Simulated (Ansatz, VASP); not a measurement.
## Two plane-wave programs on Li

```
Li
1.0
     2.54505   -5.34932    0.00000
     2.54505    5.34932    0.00000
     0.00000    0.00000    3.09648
Li
4
Direct
  0.13001 0.86999 0.00000
  0.63001 0.36999 0.50000
  0.86999 0.13001 0.00000
  0.36999 0.63001 0.50000
```

Alike in both runs: functional r2SCAN; k mesh 10 × 10 × 14; occupations gaussian, width 0.1 eV; no spin polarisation.

Ansatz relaxed the structure, and its values are those at the end. VASP's run is a single point on that final structure, the one shown.

|  | VASP | Ansatz |
| --- | --- | --- |
| version | VASP 6.6.1 | Ansatz 0.2.0 |
| potentials or method | VASP PAW PBE potentials, release 64 (Li_sv), cutoff 520 eV | scalar-relativistic, plane waves, PAW |
| valence electrons in the cell | 12 | 12 |

|  | VASP | Ansatz | Ansatz less VASP |
| --- | --- | --- | --- |
| gap on the k mesh at the Fermi level (eV) | none | none | - |
| rms of the force components (eV/Å) | 0.013 | 0.000 | -0.0133 |

VASP's potentials were made for PBE, not for r2SCAN. A gap of «none» marks a metal or a gap that the smearing closes. Ansatz's warnings: structure snapped to symmetry.

Noted on VASP's run: the cutoff is short for stress, so the pressure is rough.
